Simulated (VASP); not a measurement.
# Ge (P-3m1) in VASP: single point with PBE

Aim: the single point of Ge with PBE.

Program: VASP 6.6.1. These are calculated values, not measurements. Logs are shortened: lines on timing, memory, paths and dates and some standing lists are left out, and cuts for length are marked.

### Step 1. The cell of the first run

Symmetry: P-3m1, No. 164, trigonal system. The conventional cell has a = 2.915 Å, b = 2.915 Å, c = 5.664 Å, α = 90.00°, β = 90.00°, γ = 120.00°. Within 2.3 Å of Ge (site symmetry 3m) lie 6 Ge at 1.75 to 1.93 Å. Ge (site symmetry -3m) has 6 Ge at 1.75 Å within 2.3 Å.

The cell was built from a structure type or drawn by symmetry, and may not be a known phase.

### Step 2. Single point, PBE

Contents of INCAR:

```
ALGO = Normal
EDIFF = 1E-7
ENCUT = 520
GGA = PE
ISIF = 2
ISMEAR = 0
LASPH = True
LCHARG = False
LREAL = False
LWAVE = False
NBANDS = 28
NELM = 60
PREC = Accurate
SIGMA = 0.1
```

Contents of KPOINTS:

```
k-points
0
Gamma
  6 6 4
```

Contents of POSCAR:

```
Ge
1.0
    2.9146241000      0.0000000000      0.0000000000
   -1.4573120500      2.5241385100      0.0000000000
    0.0000000000      0.0000000000      5.6635994800
Ge
3
Direct
    0.3333333300      0.6666666700      0.5826254100
    0.6666666700      0.3333333300      0.4173745900
    0.0000000000      0.0000000000      0.5000000000
```

Potentials or basis: VASP PAW PBE potentials, release 64 (Ge_d).

Launch:

```console
> cat potpaw_PBE.64/Ge_d/POTCAR > POTCAR
> mpirun -np 1 vasp_std > vasp.out
```

OUTCAR:

```text
EDIFF = 1E-7
   ENCUT = 520
   GGA = PE
   ISIF = 2
   ISMEAR = 0
   LASPH = True
   LREAL = False
   NELM = 60
   PREC = Accurate

 ion  position               nearest neighbor table
   1  0.333  0.667  0.583-   3 1.75   3 1.75   3 1.75   2 1.93   2 1.93   2 1.93
   2  0.667  0.333  0.417-   3 1.75   3 1.75   3 1.75   1 1.93   1 1.93   1 1.93
   3  0.000  0.000  0.500-   1 1.75   2 1.75   1 1.75   2 1.75   2 1.75   1 1.75

  LATTYP: Found a hexagonal cell.
 ALAT       =     2.9146241000
 C/A-ratio  =     1.9431663521

  Lattice vectors:

 A1 = (   2.9146241000,   0.0000000000,   0.0000000000)
 A2 = (  -1.4573120500,   2.5241385100,   0.0000000000)
 A3 = (   0.0000000000,   0.0000000000,   5.6635994800)

Analysis of symmetry for initial positions (statically):
=====================================================================
 Subroutine PRICEL returns:
 Original cell was already a primitive cell.

 Routine SETGRP: Setting up the symmetry group for a
 hexagonal supercell.

 Subroutine GETGRP returns: Found 12 space group operations
 (whereof 12 operations were pure point group operations)
 out of a pool of 24 trial point group operations.

The static configuration has the point symmetry D_3d.

Analysis of symmetry for dynamics (positions and initial velocities):
=====================================================================
 Subroutine PRICEL returns:
 Original cell was already a primitive cell.

 Routine SETGRP: Setting up the symmetry group for a
 hexagonal supercell.

 Subroutine GETGRP returns: Found 12 space group operations
 (whereof 12 operations were pure point group operations)
 out of a pool of 24 trial point group operations.

The dynamic configuration has the point symmetry D_3d.

 Subroutine INISYM returns: Found 12 space group operations
 (whereof 12 operations are pure point group operations),
 and found     1 'primitive' translations

----------------------------------------------------------------------------------------

                                     Primitive cell

  volume of cell :      41.6666

  direct lattice vectors                    reciprocal lattice vectors
     2.914624100  0.000000000  0.000000000     0.343097417  0.198087386  0.000000000
    -1.457312050  2.524138510  0.000000000     0.000000000  0.396174773  0.000000000
     0.000000000  0.000000000  5.663599480     0.000000000  0.000000000  0.176566158

  length of vectors
     2.914624100  2.914624097  5.663599480     0.396174772  0.396174773  0.176566158

  position of ions in fractional coordinates (direct lattice)
     0.333333330  0.666666670  0.582625410
     0.666666670  0.333333330  0.417374590
     0.000000000  0.000000000  0.500000000

  ion indices of the primitive-cell ions
   primitive index   ion index
                 1           1
                 2           2
                 3           3

----------------------------------------------------------------------------------------

 KPOINTS: k-points

Automatic generation of k-mesh.
 Grid dimensions read from file:
 generate k-points for:    6    6    4

 Generating k-lattice:

  Cartesian coordinates                     Fractional coordinates (reciprocal lattice)
     0.057182903  0.033014564  0.000000000     0.166666667  0.000000000  0.000000000
     0.000000000  0.066029129  0.000000000     0.000000000  0.166666667  0.000000000
     0.000000000  0.000000000  0.044141539     0.000000000  0.000000000  0.250000000

  Length of vectors
     0.066029129  0.066029129  0.044141539

  Shift w.r.t. Gamma in fractional coordinates (k-lattice)
     0.000000000  0.000000000  0.000000000

 Subroutine IBZKPT returns following result:
 ===========================================

 Found     24 irreducible k-points:

 Following reciprocal coordinates:
            Coordinates               Weight
  0.000000  0.000000  0.000000      1.000000
  0.166667 -0.000000  0.000000      6.000000
  0.333333  0.000000  0.000000      6.000000
  0.500000  0.000000  0.000000      3.000000
  0.166667  0.166667  0.000000      6.000000
  0.333333  0.166667  0.000000     12.000000
[... 16 lines left out ...]
  0.333333  0.166667  0.500000     12.000000
  0.333333  0.333333  0.500000      2.000000
   k-points           NKPTS =     24   k-points in BZ     NKDIM =     24   number of bands    NBANDS=     28
   number of dos      NEDOS =    301   number of ions     NIONS =      3
   total plane-waves  NPLWV =  24192
   dimension x,y,z NGX =    24 NGY =   24 NGZ =   42
   dimension x,y,z NGXF=    48 NGYF=   48 NGZF=   84
   ions per type =               3
   NGX,Y,Z   is equivalent  to a cutoff of  13.69, 13.69, 12.33 a.u.
   NGXF,Y,Z  is equivalent  to a cutoff of  27.38, 27.38, 24.66 a.u.
 SYSTEM =  unknown system
   PREC   = accura    normal or accurate (medium, high low for compatibility)
   ISTART =      0    job   : 0-new  1-cont  2-samecut
   ICHARG =      2    charge: 1-file 2-atom 10-const
   ISPIN  =      1    spin polarized calculation?
   LNONCOLLINEAR =      F non collinear calculations
   LSORBIT =      F    spin-orbit coupling
   LASPH  =      T    aspherical Exc in radial PAW
   ENCUT  =  520.0 eV  38.22 Ry    6.18 a.u.   5.42  5.42 10.53*2*pi/ulx,y,z
   NELM   =     60;   NELMIN=  2; NELMDL= -5     # of ELM steps
   EDIFF  = 0.1E-06   stopping-criterion for ELM
   LREAL  =      F    real-space projection
   EDIFFG = 0.1E-05   stopping-criterion for IOM
   NSW    =      0    number of steps for IOM
   IBRION =     -1    ionic relax: 0-MD 1-quasi-New 2-CG
   NFREE  =      0    steps in history (QN), initial steepest desc. (CG)
   ISIF   =      2    stress and relaxation
   ISYM   =      2    0-nonsym 1-usesym 2-fastsym
   POTIM  = 0.5000    time-step for ionic-motion
   TEBEG  =    0.0;   TEEND  =   0.0 temperature during run
   PSTRESS=    0.0 pullay stress
   NELECT =      42.0000    total number of electrons
   NUPDOWN=      -1.0000    fix difference up-down
   EMIN   =  10.00;   EMAX   =-10.00  energy-range for DOS
   EFERMI =   0.00;   METHOD = LEGACY
   ISMEAR =     0;   SIGMA  =   0.10  broadening in eV -4-tet -1-fermi 0-gaus
   EFERMI_NEDOS =   21; number of points for ismear=-14 and -15
   IALGO  =     38    algorithm
   IMIX   =      4    mixing-type and parameters
     AMIX     =   0.40;   BMIX     =  1.00
     AMIX_MAG =   1.60;   BMIX_MAG =  1.00
  volume/ion in A,a.u.               =      13.89        93.73
  Fermi-wavevector in a.u.,A,eV,Ry     =   1.641453  3.101897 36.659111  2.694369
  Thomas-Fermi vector in A             =   2.731921
   LORBIT       =      0    0 simple, 1 ext, 2 COOP (PROOUT), +10 PAW based schemes
   GGA     = PE    functional components
   LHFCALC =     F    Hartree Fock is set to
   AEXX    =    0.0000 exact exchange contribution
   IVDW    =     0    specifies the selected vdW correction
   LEPSILON=     F    determine dielectric tensor
   LRPA    =     F    only Hartree local field effects (RPA)
 non-spin polarized calculation
 Gauss-broadening in eV      SIGMA  =   0.10
  energy-cutoff  :      520.00
  volume of cell :       41.67
 maximum number of plane-waves:      1162
 NGX is ok and might be reduce to    24
   NGX = 11   NGY = 11   NGZ = 21

 number of electron      41.9999942 magnetization

 Free energy of the ion-electron system (eV)
  ---------------------------------------------------
  ext. energy  EPLUGINS =         0.00000000
  ---------------------------------------------------
  free energy    TOTEN  =        38.35124459 eV

  energy without entropy =       38.35429907  energy(sigma->0) =       38.35277183

 E-fermi :  11.2066     XC(G=0): -11.1590

 val. band max:       10.9214042822   @ k =   0.0000   0.3333   0.2500
 cond. band min:      11.2592959941   @ k =   0.1667   0.1667   0.5000
 fundamental gap:      0.3378917119
 Fermi energy:        11.2066013445

 k-point     1 :       0.0000    0.0000    0.0000
  band No.  band energies     occupation
      1     -22.0845      2.00000
      2     -22.0845      2.00000
      3     -21.2064      2.00000
      4     -21.1270      2.00000
      5     -21.1270      2.00000
      6     -20.1272      2.00000
[... 20 lines left out ...]
     27      20.6012      0.00000
     28      20.6012      0.00000

 k-point     2 :       0.1667   -0.0000    0.0000
  band No.  band energies     occupation
      1     -22.2081      2.00000
      2     -22.1019      2.00000
      3     -21.3420      2.00000
      4     -21.0846      2.00000
      5     -21.0660      2.00000
      6     -19.8392      2.00000
[... 20 lines left out ...]
     27      18.9753      0.00000
     28      19.9386      0.00000

 k-point     3 :       0.3333    0.0000    0.0000
  band No.  band energies     occupation
      1     -22.4245      2.00000
      2     -22.1507      2.00000
      3     -21.5466      2.00000
      4     -20.7911      2.00000
      5     -20.7795      2.00000
      6     -19.4635      2.00000
[... 20 lines left out ...]
     27      20.2264      0.00000
     28      20.7803      0.00000

 k-point     4 :       0.5000    0.0000    0.0000
  band No.  band energies     occupation
      1     -22.5129      2.00000
      2     -22.1777      2.00000
      3     -21.6455      2.00000
      4     -20.6109      2.00000
      5     -20.3169      2.00000
      6     -20.0004      2.00000
[... 578 lines left out ...]
     27      21.9062      0.00000
     28      23.0872      0.00000

 k-point    23 :       0.3333    0.1667    0.5000
  band No.  band energies     occupation
      1     -22.4501      2.00000
      2     -22.2523      2.00000
      3     -21.5562      2.00000
      4     -20.7229      2.00000
      5     -20.5784      2.00000
      6     -19.8778      2.00000
[... 20 lines left out ...]
     27      20.8793      0.00000
     28      21.3704      0.00000

 k-point    24 :       0.3333    0.3333    0.5000
  band No.  band energies     occupation
      1     -22.3820      2.00000
      2     -22.3820      2.00000
      3     -21.5036      2.00000
      4     -20.6411      2.00000
      5     -20.6411      2.00000
      6     -20.1322      2.00000
[... 20 lines left out ...]
     27      19.7103      0.00000
     28      19.8383      0.00000

------------------------ aborting loop because EDIFF is reached ----------------------------------------

  FORCE on cell =-STRESS in cart. coord.  units (eV):
  Direction    XX          YY          ZZ          XY          YZ          ZX
  --------------------------------------------------------------------------------------
  -------------------------------------------------------------------------------------
  Total      165.8897644    165.8897640     39.0960071      0.0000000      0.0000000      0.0000000
  in kB     6378.8428824   6378.8428668   1503.3313673      0.0000000      0.0000000      0.0000000
  external PRESSURE =    4753.6723722 kB  Pullay stress =       0.0000000 kB

 VOLUME and BASIS-vectors are now :
 -----------------------------------------------------------------------------
  energy-cutoff  :      520.00
  volume of cell :       41.67
      direct lattice vectors                 reciprocal lattice vectors
     2.914624100  0.000000000  0.000000000     0.343097417  0.198087386  0.000000000
    -1.457312050  2.524138510  0.000000000     0.000000000  0.396174773  0.000000000
     0.000000000  0.000000000  5.663599480     0.000000000  0.000000000  0.176566158

 POSITION                                       TOTAL-FORCE (eV/Angst)
 -----------------------------------------------------------------------------------
     -0.00000      1.68276      3.29976        -0.000000      0.000000     42.044526
      1.45731      0.84138      2.36384         0.000000     -0.000000    -42.044526
      0.00000      0.00000      2.83180        -0.000000      0.000000      0.000000
 -----------------------------------------------------------------------------------
    total drift:                                0.000000     -0.000000      0.000000

  FREE ENERGIE OF THE ION-ELECTRON SYSTEM (eV)
  ---------------------------------------------------
  free  energy   TOTEN  =        38.3512445856 eV

  energy  without entropy=       38.3542990713  energy(sigma->0) =       38.35277183
```

Wall time 14 s (1 thread of Intel Xeon 6975P-C (Granite Rapids), shared host); peak memory 0.16 GiB.

Results:

```
Free energy            : 38.3512 eV
Pressure               : 475.4 GPa
Largest force          : 42.045 eV/Å
Band gap on the k mesh : zero (bands 21 and 22 overlap by 3.35 eV)
```

Forces on the atoms (eV/Å):
```
Ge    0.000   0.000  42.045
Ge    0.000   0.000 -42.045
Ge    0.000   0.000   0.000
```

Caveat: the k points lie up to 0.41 Å⁻¹ apart, too coarse for converged energies and pressures of a metal; forces of over 1 eV/Å act on the atoms, so gaps and moduli don't describe the material at rest.
